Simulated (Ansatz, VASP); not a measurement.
**One calculation of Bi, two programs**

```xyz
1
Lattice="0.0000 1.8080 1.8080 1.8080 0.0000 1.8080 1.8080 1.8080 0.0000" Properties=species:S:1:pos:R:3 pbc="T T T"
Bi    0.0000    0.0000    0.0000
```

Change from the starting cell: volume scaled by 0.4, crystal datasets.

Alike in both runs: task single point; functional LDA; k mesh 14 × 14 × 14; occupations fermi-dirac, width 0.1 eV; no spin polarisation.

|  | VASP | Ansatz |
| --- | --- | --- |
| version | VASP 6.6.1 | Ansatz 0.2.0 |
| potentials or method | VASP PAW LDA potentials, release 64 (Bi_d), cutoff 500 eV | all-electron PAW with datasets made for the crystal, scalar-relativistic |

```tsv
	VASP	Ansatz	Ansatz less VASP
pressure (GPa)	495.3	491.9	-3.38
```

LDA's correlation is that of Perdew and Zunger in VASP and of Perdew and Wang (1992) in Ansatz. Both programs put the cell under a high pressure, so it lies far from rest at this level. Ansatz ran all-electron here, and VASP with PAW potentials.

Neither program's run includes spin-orbit coupling. Noted on VASP's run: the cell as given lies far from equilibrium.
